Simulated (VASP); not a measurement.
# Al (P6_3/mmc) in VASP: a series of runs, part 2 of 2

VASP 6.6.1. The steps go on from the part before.

## (5) Relaxation of cell and atoms, r2SCAN, target pressure 2 GPa, at which the enthalpy is minimised

This run uses another cell than the first one, of 16.67 Å³/atom, 1.016 times its volume.

File POSCAR:

```
Al
1.0
    2.8124550000      0.0000000000      0.0000000000
   -1.4062275000      2.4356574770      0.0000000000
    0.0000000000      0.0000000000      4.8668500000
Al
2
Direct
    0.6666670000      0.3333330000      0.7500000000
    0.3333330000      0.6666670000      0.2500000000
```

File INCAR.step1:

```
SYSTEM = Al
PREC = Accurate
ENCUT = 600
ISMEAR = 1
SIGMA = 0.15
LREAL = .FALSE.
LASPH = .TRUE.
NELM = 60
GGA = PE
ALGO = Normal
EDIFF = 1E-4
LWAVE = .TRUE.
LCHARG = .FALSE.
```

File INCAR.step2:

```
SYSTEM = Al
PREC = Accurate
ENCUT = 600
EDIFF = 1E-6
ISMEAR = 1
SIGMA = 0.15
LREAL = .FALSE.
LASPH = .TRUE.
NELM = 60
ALGO = Normal
ISIF = 3
LWAVE = .FALSE.
LCHARG = .FALSE.
METAGGA = R2SCAN
LMIXTAU = .TRUE.
IBRION = 2
NSW = 80
EDIFFG = -0.01
PSTRESS = 20.0
ISTART = 1
```

File KPOINTS:

```
Automatic mesh
0
G
  14 14 7
  0 0 0
```

On the command line:

```bash
$ cat potpaw_PBE.64/Al/POTCAR > POTCAR
$ cp INCAR.step1 INCAR
$ mpirun -np 1 vasp_std > vasp.out
$ cp INCAR.step2 INCAR
$ mpirun -np 1 vasp_std > vasp.out
```

Run time: 5.9 min. Hardware: 1 thread of Intel Xeon Platinum 8259CL at 2.50GHz (Skylake/Cascade Lake), shared host; peak memory 0.17 GiB.

The run converged. Its results:

```yaml
Free_energy: -13.3945 eV
Relaxed_volume: 15.62 Å³/atom
Relaxed_cell: a = 2.786 Å, b = 2.786 Å, c = 4.650 Å, α = 90.00°, β = 90.00°, γ = 120.00°
Space_group_after_relaxing_to_0.05_Å: P6_3/mmc (No. 194)
Energy_change_on_relaxing_the_enthalpy_is_what_falls: -7.3 meV/atom
Ionic_steps: 10
Pressure_after_relaxing: 2.0 GPa
Band_gap_on_the_k_mesh: zero (band 3 reaches 11.79 eV, above the bottom of band 4 at 5.49 eV)
```

Stress tensor (GPa, compression positive):
```
2.07 0.00 0.00
0.00 2.07 0.00
0.00 0.00 1.96
```

The path:
```tsv
step	energy change (eV)	largest force (eV/Å)	pressure (GPa)	volume (Å³)
1	0.0000	0.0000	-3.30	33.34
2	-0.0035	0.0000	3.89	30.75
3	-0.0122	0.0000	2.25	31.24
4	-0.0141	0.0000	2.14	31.25
5	-0.0143	0.0000	2.11	31.25
6	-0.0144	0.0000	2.06	31.25
7	-0.0135	0.0000	1.96	31.24
8	-0.0145	0.0000	2.05	31.24
9	-0.0145	0.0000	2.01	31.24
10	-0.0145	0.0000	2.03	31.24
```

Final structure:
```yaml
crystal:
  lattice:
    - [2.78551, 0.00000, 0.00000]
    - [-1.39276, 2.41233, 0.00000]
    - [0.00000, 0.00000, 4.64977]
  atoms:
    - { symbol: Al, position: [0.66667, 0.33333, 0.75000] }
    - { symbol: Al, position: [0.33333, 0.66667, 0.25000] }
```

Levels at points of the mesh, in eV from the Fermi level:
```csv
k point,band 1,band 2,band 3,band 4,band 5,band 6
"(0.00, 0.00, 0.00)",-12.32,-5.44,-4.98,12.11,12.11,12.18
"(0.50, 0.00, 0.00)",-5.78,-5.73,0.51,1.10,1.25,1.88
```

Caveat: the cell is relaxed towards a set pressure, so the enthalpy falls and the energy may rise; the PAW data sets were made with another functional, which shifts forces and pressure a little.

## (6) Relaxation of cell and atoms, r2SCAN, target pressure 5 GPa, at which the enthalpy is minimised

This run uses another cell than the first one, of 16.67 Å³/atom, 1.016 times its volume.

POSCAR is that of step 5.

File INCAR.step1:

```
PREC = Accurate ; ENCUT = 600
ISMEAR = 1 ; SIGMA = 0.15
LREAL = F ; LASPH = T
NELM = 100 ; GGA = PE
ALGO = Normal ; EDIFF = 1E-4
LWAVE = T ; LCHARG = F
```

File INCAR.step2:

```
PREC = Accurate ; ENCUT = 600
EDIFF = 1E-6 ; ISMEAR = 1
SIGMA = 0.15 ; LREAL = F
LASPH = T ; NELM = 100
ALGO = Normal ; ISIF = 3
LWAVE = F ; LCHARG = F
METAGGA = R2SCAN ; LMIXTAU = T
IBRION = 2 ; NSW = 80
EDIFFG = -0.01 ; PSTRESS = 50.0
ISTART = 1
```

File KPOINTS:

```
Automatic mesh
0
Gamma
  14 14 7
```

Potentials or basis: VASP PAW PBE potentials, release 64 (Al).

On the command line:

```bash
$ cat potpaw_PBE.64/Al/POTCAR > POTCAR
$ cp INCAR.step1 INCAR
$ mpirun -np 1 vasp_std > vasp.out
$ cp INCAR.step2 INCAR
$ mpirun -np 1 vasp_std > vasp.out
```

OUTCAR:

```text
PREC = Accurate
   ENCUT = 600
   EDIFF = 1E-6
   ISMEAR = 1
   LREAL = F
   LASPH = T
   NELM = 100
   ISIF = 3
   METAGGA = R2SCAN
   IBRION = 2
   NSW = 80
   EDIFFG = -0.01
   PSTRESS = 50.0
   ISTART = 1

 ion  position               nearest neighbor table
   1  0.667  0.333  0.750-   2 2.93   2 2.93   2 2.93   2 2.93   2 2.93   2 2.93
   2  0.333  0.667  0.250-   1 2.93   1 2.93   1 2.93   1 2.93   1 2.93   1 2.93

  LATTYP: Found a hexagonal cell.
 ALAT       =     2.8124550000
 C/A-ratio  =     1.7304632430

  Lattice vectors:

 A1 = (   2.8124550000,   0.0000000000,   0.0000000000)
 A2 = (  -1.4062275000,   2.4356574770,   0.0000000000)
 A3 = (   0.0000000000,   0.0000000000,   4.8668500000)

Analysis of symmetry for initial positions (statically):
=====================================================================
 Subroutine PRICEL returns:
 Original cell was already a primitive cell.

 Routine SETGRP: Setting up the symmetry group for a
 hexagonal supercell.

 Subroutine GETGRP returns: Found 24 space group operations
 (whereof 12 operations were pure point group operations)
 out of a pool of 24 trial point group operations.

The static configuration has the point symmetry D_3d.
 The point group associated with its full space group is D_6h.

Analysis of symmetry for dynamics (positions and initial velocities):
=====================================================================
 Subroutine PRICEL returns:
 Original cell was already a primitive cell.

 Routine SETGRP: Setting up the symmetry group for a
 hexagonal supercell.

 Subroutine GETGRP returns: Found 24 space group operations
 (whereof 12 operations were pure point group operations)
 out of a pool of 24 trial point group operations.

The dynamic configuration has the point symmetry D_3d.
 The point group associated with its full space group is D_6h.
[... 127 lines left out ...]
   IVDW    =     0    specifies the selected vdW correction
   LEPSILON=     F    determine dielectric tensor
   LRPA    =     F    only Hartree local field effects (RPA)
 conjugate gradient relaxation of ions
 non-spin polarized calculation
 Methfessel and Paxton  Order N= 1 SIGMA  =   0.15
  energy-cutoff  :      600.00
  volume of cell :       33.34
 maximum number of plane-waves:      1135
 NGX is ok and might be reduce to    24
   NGX = 11   NGY = 11   NGZ = 19

--------------------------------------- Ionic step        1  -------------------------------------------

 number of electron       6.0000000 magnetization

 Free energy of the ion-electron system (eV)
  ---------------------------------------------------
  ext. energy  EPLUGINS =         0.00000000
  ---------------------------------------------------
  free energy    TOTEN  =       -13.37992859 eV

  energy without entropy =      -13.38111384  energy(sigma->0) =      -13.38032367

------------------------ aborting loop because EDIFF is reached ----------------------------------------

  FORCE on cell =-STRESS in cart. coord.  units (eV):
  Direction    XX          YY          ZZ          XY          YZ          ZX
  --------------------------------------------------------------------------------------
  -------------------------------------------------------------------------------------
  Total       -0.5266307     -0.5266307     -1.0049332      0.0000000     -0.0000000      0.0000000
  in kB      -25.3085332    -25.3085332    -48.2945395      0.0000000     -0.0000000      0.0000000
  external PRESSURE =     -82.9705353 kB  Pullay stress =      50.0000000 kB
[... 291 lines left out ...]
--------------------------------------- Ionic step        9  -------------------------------------------

 number of electron       6.0000000 magnetization

 Free energy of the ion-electron system (eV)
  ---------------------------------------------------
  ext. energy  EPLUGINS =         0.00000000
  ---------------------------------------------------
  free energy    TOTEN  =       -13.37462405 eV

  energy without entropy =      -13.37406233  energy(sigma->0) =      -13.37443681

 E-fermi :   9.0078     XC(G=0): -11.2291

 val. band max:        8.8087250348   @ k =   0.1429  -0.0000   0.2857
 cond. band min:       9.0116929333   @ k =   0.4286   0.0000   0.0000
 fundamental gap:      0.2029678985
 Fermi energy:         9.0077950696

 k-point     1 :       0.0000    0.0000    0.0000
  band No.  band energies     occupation
      1      -3.5327      2.00000
      2       3.4521      2.00000
      3       4.0150      2.00000
      4      21.3212      0.00000
      5      21.3212      0.00000
      6      21.3380      0.00000
      7      21.3380      0.00000
[... 221 lines left out ...]
 k-point    24 :       0.3571    0.2857    0.0000
  band No.  band energies     occupation
      1       4.6832      2.00000
      2       4.7544      2.00000
      3       6.4989      2.00000
      4      11.0497     -0.00000
      5      11.4089     -0.00000
      6      11.6561     -0.00000
      7      13.5706      0.00000

 [... further k-points ...]

------------------------ aborting loop because EDIFF is reached ----------------------------------------

  FORCE on cell =-STRESS in cart. coord.  units (eV):
  Direction    XX          YY          ZZ          XY          YZ          ZX
  --------------------------------------------------------------------------------------
  -------------------------------------------------------------------------------------
  Total        0.9656428      0.9656428      0.9501420      0.0000000      0.0000000      0.0000000
  in kB       51.0108095     51.0108095     50.1919644      0.0000000      0.0000000      0.0000000
  external PRESSURE =       0.7378611 kB  Pullay stress =      50.0000000 kB
[... 21 lines left out ...]
  energy  without entropy=      -13.3740623283  energy(sigma->0) =      -13.37443681

  enthalpy is  TOTEN    =       -12.4281160073 eV   P V=        0.9465080412

 reached required accuracy - stopping structural energy minimisation
```

OSZICAR.step1:

```text
N       E                     dE             d eps       ncg     rms          rms(c)
DAV:   1     0.370499382096E+00    0.37050E+00   -0.24588E+03  1344   0.742E+02
DAV:   2    -0.739429495026E+01   -0.77648E+01   -0.74411E+01  1855   0.524E+01
DAV:   3    -0.747242609138E+01   -0.78131E-01   -0.77978E-01  1883   0.652E+00
DAV:   4    -0.747267142516E+01   -0.24533E-03   -0.24534E-03  2002   0.357E-01
DAV:   5    -0.747267222334E+01   -0.79818E-06   -0.79857E-06  1939   0.166E-02    0.180E+00
DAV:   6    -0.744482172035E+01    0.27851E-01   -0.34969E-03  1757   0.452E-01    0.104E+00
DAV:   7    -0.742507799261E+01    0.19744E-01   -0.98973E-03  1687   0.708E-01    0.173E-01
DAV:   8    -0.742498844933E+01    0.89543E-04   -0.80596E-05  2037   0.735E-02
   1 F= -.74249884E+01 E0= -.74251414E+01  d E =0.458702E-03
```

It took 5.5 min on 1 thread of Intel Xeon Platinum 8259CL at 2.50GHz (Skylake/Cascade Lake), shared host; peak memory 0.17 GiB.

Results:

```yaml
Free_energy: -13.3746 eV
Relaxed_volume: 15.16 Å³/atom
Relaxed_cell: a = 2.761 Å, b = 2.761 Å, c = 4.595 Å, α = 90.00°, β = 90.00°, γ = 120.00°
Space_group_after_relaxing_to_0.05_Å: P6_3/mmc (No. 194)
Energy_change_on_relaxing_the_enthalpy_is_what_falls: +2.7 meV/atom
Ionic_steps: 9
Pressure_after_relaxing: 5.1 GPa
Band_gap_on_the_k_mesh: zero (band 3 reaches 12.19 eV, above the bottom of band 4 at 5.78 eV)
```

Stress tensor (GPa, compression positive):
```
5.10 0.00 0.00
0.00 5.10 0.00
0.00 0.00 5.02
```

Step by step:
| step | energy change (eV) | largest force (eV/Å) | pressure (GPa) | volume (Å³) |
| --- | --- | --- | --- | --- |
| 1 | 0.0000 | 0.0000 | -3.30 | 33.34 |
| 2 | 0.0535 | 0.0000 | 9.38 | 29.34 |
| 3 | 0.0079 | 0.0000 | 5.24 | 30.38 |
| 4 | 0.0054 | 0.0000 | 5.13 | 30.36 |
| 5 | 0.0053 | 0.0000 | 5.10 | 30.35 |
| 6 | 0.0064 | 0.0000 | 5.08 | 30.31 |
| 7 | 0.0052 | 0.0000 | 5.08 | 30.34 |
| 8 | 0.0055 | 0.0000 | 5.07 | 30.33 |
| 9 | 0.0053 | 0.0000 | 5.07 | 30.33 |

Final structure:
```yaml
crystal:
  lattice:
    - [2.76065, 0.00000, 0.00000]
    - [-1.38033, 2.39080, 0.00000]
    - [0.00000, 0.00000, 4.59526]
  atoms:
    - { symbol: Al, position: [0.66667, 0.33333, 0.75000] }
    - { symbol: Al, position: [0.33333, 0.66667, 0.25000] }
```

Caveat: the cell is relaxed towards a set pressure, so the enthalpy falls and the energy may rise; the PAW data sets were made with another functional, which shifts forces and pressure a little.

## (7) The runs side by side

```csv
task,cell,cutoff (eV),gap on the mesh (eV),pressure (GPa)
single point,"a = 2.828, b = 2.828, c = 4.739 Å, angles 90.0, 90.0, 120.0°, 2 atoms",520,none,-2.3
relaxation of cell and atoms,"relaxed to -2 GPa from a = 2.812, b = 2.812, c = 4.867 Å, angles 90.0, 90.0, 120.0°, 2 atoms",600,none,-2.1
relaxation of cell and atoms,"relaxed from a = 2.812, b = 2.812, c = 4.867 Å, angles 90.0, 90.0, 120.0°, 2 atoms",600,none,0.1
relaxation of cell and atoms,"relaxed to 2 GPa from a = 2.812, b = 2.812, c = 4.867 Å, angles 90.0, 90.0, 120.0°, 2 atoms",600,none,2.0
relaxation of cell and atoms,"relaxed to 5 GPa from a = 2.812, b = 2.812, c = 4.867 Å, angles 90.0, 90.0, 120.0°, 2 atoms",600,none,5.1
```

Alike in all rows: level r2SCAN; potentials or basis VASP PAW PBE potentials, release 64 (Al); no spin polarisation; k mesh 14 × 14 × 7; smearing methfessel-paxton 0.15 eV.

Caveats: the PAW data sets were made with another functional, which shifts forces and pressure a little; the cell is relaxed towards a set pressure, so the enthalpy falls and the energy may rise (some runs).

Absolute energies hang on the potentials; compare differences alone.
